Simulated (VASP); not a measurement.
The system is BN.

```
CELL_PARAMETERS angstrom
1.25112 0.72233 3.37293
-1.25112 0.72233 3.37293
0.00000 -1.44467 3.37293
ATOMIC_POSITIONS crystal
B 0.99967 0.99967 0.99967
N 0.33276 0.33276 0.33276
```

Base run:

* Program: VASP 6.6.1
* Functional: PBEsol
* Potentials or basis: VASP PAW PBE potentials, release 64 (B, N)
* Cutoff: 520 eV
* k mesh: 10 × 10 × 10
* Occupations: gaussian, width 0.01 eV
* Spin: no spin polarisation

Its results: band gap on the k mesh 4.14 eV, indirect (least direct gap 4.83 eV); pressure 1.0 GPa.

Question: The run is repeated on the same cell with these changes: functional from PBEsol to BLYP. What comes out?

Answer: Band gap on the k mesh 4.32 eV, indirect (least direct gap 4.94 eV); pressure 5.5 GPa.

BLYP binds less tightly than PBEsol, so the same cell stands under more pressure.

Caveats: the PAW data sets were made with another functional, which shifts forces and pressure a little.

A k mesh can miss the band edges.
